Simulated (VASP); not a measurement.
# AlN (P1) in VASP: notebook

Runs on AlN. Level: PBE. Tasks: single point.

All numbers are computed with VASP 6.6.1; they aren't measurements. Logs are shortened: lines on timing, memory, paths and dates and some standing lists are left out, and cuts for length are marked.

### Step 1. The cell of the first run

The typed cell holds 4 atoms: a = 3.113 Å, b = 3.113 Å, c = 5.393 Å, α = 73.22°, β = 73.22°, γ = 60.00°.

### Step 2. Single point, PBE (mode 4 frozen in at -0.205 Å and mode 10 at -0.015 Å (largest displacements))

INCAR reads:

```
ALGO = Normal ; EDIFF = 1E-7
ENCUT = 520 ; GGA = PE
ISIF = 2 ; ISMEAR = 0
LASPH = T ; LCHARG = T
LELF = T ; LREAL = F
LVHAR = T ; LWAVE = F
NBANDS = 16 ; NELM = 100
PREC = Accurate ; SIGMA = 0.05
```

KPOINTS reads:

```
k-points
0
Gamma
  6 6 6
```

POSCAR reads:

```
AlN
1.0
    0.0000000000     -2.2015682416     -2.2015682416
   -2.2015682416      0.0000000000     -2.2015682416
    2.2015682416      2.2015682416     -4.4031364832
Al N
2 2
Direct
   -0.0171324147      0.0715612112     -0.0008842550
    0.5153639046      0.4266702787      0.4991157450
    0.3621441611      0.4416181214      0.8767033313
    0.8912625014      0.8117885412      0.3767033313
```

Potentials or basis: VASP PAW PBE potentials, release 64 (Al, N).

On the command line:

```sh
$ cat potpaw_PBE.64/Al/POTCAR potpaw_PBE.64/N/POTCAR > POTCAR
$ mpirun -np 1 vasp_std > vasp.out
```

OUTCAR:

```text
EDIFF = 1E-7
   ENCUT = 520
   GGA = PE
   ISIF = 2
   ISMEAR = 0
   LASPH = T
   LREAL = F
   NELM = 100
   PREC = Accurate

 ion  position               nearest neighbor table
   1  0.983  0.072  0.999-   3 1.89   3 1.91   3 1.91   4 1.96   2 2.91   2 2.96   2 3.09   2 3.19
                             2 3.31   2 3.36
   2  0.515  0.427  0.499-   4 1.87   4 1.90   4 1.93   3 1.96   1 2.91   1 2.96   1 3.09   1 3.19
                             1 3.31   1 3.36
   3  0.362  0.442  0.877-   1 1.89   1 1.91   1 1.91   2 1.96
   4  0.891  0.812  0.377-   2 1.87   2 1.90   2 1.93   1 1.96

  LATTYP: Found a trigonal (rhomboedric) cell.
 ALAT       =     5.3927188258
 COS(alpha) =     0.8333333333

  Lattice vectors:

 A1 = (   2.2015682416,   4.4031364832,  -2.2015682416)
 A2 = (   4.4031364832,   2.2015682416,  -2.2015682416)
 A3 = (   2.2015682416,   2.2015682416,  -4.4031364832)

Analysis of symmetry for initial positions (statically):
=====================================================================
 Subroutine PRICEL returns:
 Original cell was already a primitive cell.

 Routine SETGRP: Setting up the symmetry group for a
 trigonal (rhombohedral) supercell.

 Subroutine GETGRP returns: Found  1 space group operations
 (whereof  1 operations were pure point group operations)
 out of a pool of 12 trial point group operations.

The static configuration has the point symmetry C_1 .

Analysis of symmetry for dynamics (positions and initial velocities):
=====================================================================
 Subroutine PRICEL returns:
 Original cell was already a primitive cell.

 Routine SETGRP: Setting up the symmetry group for a
 trigonal (rhombohedral) supercell.

 Subroutine GETGRP returns: Found  1 space group operations
 (whereof  1 operations were pure point group operations)
 out of a pool of 12 trial point group operations.

The dynamic configuration has the point symmetry C_1 .

 Subroutine INISYM returns: Found  1 space group operations
 (whereof  1 operations are pure point group operations),
 and found     1 'primitive' translations

----------------------------------------------------------------------------------------

                                     Primitive cell

  volume of cell :      42.6831

  direct lattice vectors                    reciprocal lattice vectors
     0.000000000 -2.201568242 -2.201568242     0.113555417 -0.340666251 -0.113555417
    -2.201568242  0.000000000 -2.201568242    -0.340666251  0.113555417 -0.113555417
     2.201568242  2.201568242 -4.403136483     0.113555417  0.113555417 -0.113555417

  length of vectors
     3.113487666  3.113487666  5.392718826     0.376620712  0.376620712  0.196683752

  position of ions in fractional coordinates (direct lattice)
     0.982867585  0.071561211  0.999115745
     0.515363905  0.426670279  0.499115745
     0.362144161  0.441618121  0.876703331
     0.891262501  0.811788541  0.376703331

  ion indices of the primitive-cell ions
   primitive index   ion index
                 1           1
                 2           2
                 3           3
                 4           4

----------------------------------------------------------------------------------------

 KPOINTS: k-points

Automatic generation of k-mesh.
 Grid dimensions read from file:
 generate k-points for:    6    6    6

 Generating k-lattice:

  Cartesian coordinates                     Fractional coordinates (reciprocal lattice)
     0.018925903 -0.056777709 -0.018925903     0.166666667  0.000000000  0.000000000
    -0.056777709  0.018925903 -0.018925903     0.000000000  0.166666667  0.000000000
     0.018925903  0.018925903 -0.018925903     0.000000000  0.000000000  0.166666667

  Length of vectors
     0.062770119  0.062770119  0.032780625

  Shift w.r.t. Gamma in fractional coordinates (k-lattice)
     0.000000000  0.000000000  0.000000000

 Subroutine IBZKPT returns following result:
 ===========================================

 Found    112 irreducible k-points:

 Following reciprocal coordinates:
            Coordinates               Weight
  0.000000  0.000000  0.000000      1.000000
  0.166667  0.000000 -0.000000      2.000000
  0.000000  0.166667 -0.000000      2.000000
 -0.166667 -0.166667 -0.166667      2.000000
  0.333333  0.000000  0.000000      2.000000
  0.000000  0.333333  0.000000      2.000000
[... 16 lines left out ...]
 -0.166667  0.500000 -0.000000      2.000000
 -0.333333  0.500000  0.500000      2.000000
 [... further k-points ...]
   k-points           NKPTS =    112   k-points in BZ     NKDIM =    112   number of bands    NBANDS=     16
   number of dos      NEDOS =    301   number of ions     NIONS =      4
   total plane-waves  NPLWV =  23040
   dimension x,y,z NGX =    24 NGY =   24 NGZ =   40
   dimension x,y,z NGXF=    48 NGYF=   48 NGZF=   80
   ions per type =               2   2
   NGX,Y,Z   is equivalent  to a cutoff of  12.81, 12.81, 12.33 a.u.
   NGXF,Y,Z  is equivalent  to a cutoff of  25.63, 25.63, 24.66 a.u.
 SYSTEM =  unknown system
   PREC   = accura    normal or accurate (medium, high low for compatibility)
   ISTART =      0    job   : 0-new  1-cont  2-samecut
   ICHARG =      2    charge: 1-file 2-atom 10-const
   ISPIN  =      1    spin polarized calculation?
   LNONCOLLINEAR =      F non collinear calculations
   LSORBIT =      F    spin-orbit coupling
   LASPH  =      T    aspherical Exc in radial PAW
   ENCUT  =  520.0 eV  38.22 Ry    6.18 a.u.   5.79  5.79 10.03*2*pi/ulx,y,z
   NELM   =    100;   NELMIN=  2; NELMDL= -5     # of ELM steps
   EDIFF  = 0.1E-06   stopping-criterion for ELM
   LREAL  =      F    real-space projection
   EDIFFG = 0.1E-05   stopping-criterion for IOM
   NSW    =      0    number of steps for IOM
   IBRION =     -1    ionic relax: 0-MD 1-quasi-New 2-CG
   NFREE  =      0    steps in history (QN), initial steepest desc. (CG)
   ISIF   =      2    stress and relaxation
   ISYM   =      2    0-nonsym 1-usesym 2-fastsym
   POTIM  = 0.5000    time-step for ionic-motion
   TEBEG  =    0.0;   TEEND  =   0.0 temperature during run
   PSTRESS=    0.0 pullay stress
   NELECT =      16.0000    total number of electrons
   NUPDOWN=      -1.0000    fix difference up-down
   EMIN   =  10.00;   EMAX   =-10.00  energy-range for DOS
   EFERMI =   0.00;   METHOD = LEGACY
   ISMEAR =     0;   SIGMA  =   0.05  broadening in eV -4-tet -1-fermi 0-gaus
   EFERMI_NEDOS =   21; number of points for ismear=-14 and -15
   IALGO  =     38    algorithm
   IMIX   =      4    mixing-type and parameters
     AMIX     =   0.40;   BMIX     =  1.00
     AMIX_MAG =   1.60;   BMIX_MAG =  1.00
  volume/ion in A,a.u.               =      10.67        72.01
  Fermi-wavevector in a.u.,A,eV,Ry     =   1.180400  2.230633 18.957611  1.393345
  Thomas-Fermi vector in A             =   2.316693
   LORBIT       =      0    0 simple, 1 ext, 2 COOP (PROOUT), +10 PAW based schemes
   GGA     = PE    functional components
   LHFCALC =     F    Hartree Fock is set to
   AEXX    =    0.0000 exact exchange contribution
   IVDW    =     0    specifies the selected vdW correction
   LEPSILON=     F    determine dielectric tensor
   LRPA    =     F    only Hartree local field effects (RPA)
 non-spin polarized calculation
 Gauss-broadening in eV      SIGMA  =   0.05
  energy-cutoff  :      520.00
  volume of cell :       42.68
 maximum number of plane-waves:      1168
   NGX = 11   NGY = 11   NGZ = 21

 number of electron      16.0000001 magnetization

 Free energy of the ion-electron system (eV)
  ---------------------------------------------------
  ext. energy  EPLUGINS =         0.00000000
  ---------------------------------------------------
  free energy    TOTEN  =       -29.37903740 eV

  energy without entropy =      -29.37903740  energy(sigma->0) =      -29.37903740

 E-fermi :   6.3348     XC(G=0): -10.8497

 val. band max:        6.0612309560   @ k =   0.0000   0.0000   0.0000
 cond. band min:       9.0974566823   @ k =   0.5000   0.0000   0.5000
 fundamental gap:      3.0362257263
 Fermi energy:         6.3347635029

 k-point     1 :       0.0000    0.0000    0.0000
  band No.  band energies     occupation
      1      -9.0641      2.00000
      2      -7.0653      2.00000
      3       0.0576      2.00000
      4       5.2292      2.00000
      5       5.3195      2.00000
      6       5.6899      2.00000
[... 8 lines left out ...]
     15      18.1831      0.00000
     16      18.6173      0.00000

 k-point     2 :       0.1667    0.0000   -0.0000
  band No.  band energies     occupation
      1      -8.7055      2.00000
      2      -6.8898      2.00000
      3       0.5183      2.00000
      4       3.9937      2.00000
      5       4.2230      2.00000
      6       5.0222      2.00000
[... 8 lines left out ...]
     15      18.6577      0.00000
     16      19.3710      0.00000

 k-point     3 :       0.0000    0.1667   -0.0000
  band No.  band energies     occupation
      1      -8.7062      2.00000
      2      -6.8837      2.00000
      3       0.5089      2.00000
      4       3.8517      2.00000
      5       4.2748      2.00000
      6       5.0784      2.00000
[... 8 lines left out ...]
     15      18.3613      0.00000
     16      18.7297      0.00000

 k-point     4 :      -0.1667   -0.1667   -0.1667
  band No.  band energies     occupation
      1      -8.7065      2.00000
      2      -6.8868      2.00000
      3       0.5133      2.00000
      4       3.9412      2.00000
      5       4.3055      2.00000
      6       5.0018      2.00000
[... 8 lines left out ...]
     15      18.4083      0.00000
     16      19.0651      0.00000
[... 324 lines left out ...]
 k-point    22 :      -0.1667    0.3333   -0.1667
  band No.  band energies     occupation
      1      -7.0828      2.00000
      2      -6.4981      2.00000
      3       0.9259      2.00000
      4       1.5841      2.00000
      5       2.9138      2.00000
      6       3.5521      2.00000
[... 8 lines left out ...]
     15      18.8596      0.00000
     16      19.4379      0.00000

 k-point    23 :      -0.1667    0.5000   -0.0000
  band No.  band energies     occupation
      1      -7.0785      2.00000
      2      -6.5024      2.00000
      3       0.9220      2.00000
      4       1.5920      2.00000
      5       2.9114      2.00000
      6       3.5737      2.00000
[... 8 lines left out ...]
     15      18.2372      0.00000
     16      19.7061      0.00000

 k-point    24 :      -0.3333    0.5000    0.5000
  band No.  band energies     occupation
      1      -7.0578      2.00000
      2      -6.5376      2.00000
      3       1.0346      2.00000
      4       1.5845      2.00000
      5       2.9277      2.00000
      6       3.5088      2.00000
[... 8 lines left out ...]
     15      18.2384      0.00000
     16      19.8307      0.00000

 [... further k-points ...]
[... 5 lines left out ...]
  --------------------------------------------------------------------------------------
  -------------------------------------------------------------------------------------
  Total       -1.1069003      0.5628793     -0.4507565     -0.2088398     -0.1571079     -0.1860795
  in kB      -41.5491958     21.1285379    -16.9198346     -7.8391203     -5.8972872     -6.9847777
  external PRESSURE =     -12.4468308 kB  Pullay stress =       0.0000000 kB

 VOLUME and BASIS-vectors are now :
 -----------------------------------------------------------------------------
  energy-cutoff  :      520.00
  volume of cell :       42.68
      direct lattice vectors                 reciprocal lattice vectors
     0.000000000 -2.201568242 -2.201568242     0.113555417 -0.340666251 -0.113555417
    -2.201568242  0.000000000 -2.201568242    -0.340666251  0.113555417 -0.113555417
     2.201568242  2.201568242 -4.403136483     0.113555417  0.113555417 -0.113555417

 POSITION                                       TOTAL-FORCE (eV/Angst)
 -----------------------------------------------------------------------------------
      2.04207      0.03577     -6.72064         0.891863     -0.089795      0.199760
      0.15949     -0.03577     -4.27163        -0.668161      0.347588     -1.066140
      0.95787      1.13284     -5.62978         0.265960     -0.215727      0.762390
     -0.95787     -1.13284     -5.40806        -0.489662     -0.042066      0.103990
 -----------------------------------------------------------------------------------
    total drift:                               -0.000169     -0.000053     -0.000143

  FREE ENERGIE OF THE ION-ELECTRON SYSTEM (eV)
  ---------------------------------------------------
  free  energy   TOTEN  =       -29.3790374003 eV

  energy  without entropy=      -29.3790374003  energy(sigma->0) =      -29.37903740
```

It took 59 s on 1 thread of AMD EPYC 7R43 (Zen 3), shared host; peak memory 0.16 GiB.

Results:

```yaml
Free_energy: -29.3790 eV
Pressure: -1.2 GPa
Largest_force: 1.305 eV/Å
Band_gap_on_the_k_mesh: 3.04 eV, indirect (least direct gap 3.51 eV)
```

Forces in eV/Å, atoms in the order of the input:
```
Al   0.892 -0.090  0.200
Al  -0.668  0.348 -1.066
N    0.266 -0.216  0.762
N   -0.490 -0.042  0.104
```

Caveat: the cell differs from its parent crystal (mode 4 frozen in at -0.205 Å and mode 10 at -0.015 Å (largest displacements)); forces of over 1 eV/Å act on the atoms, so gaps and moduli don't describe the material at rest.

(Part 1 of 2 ends here.)
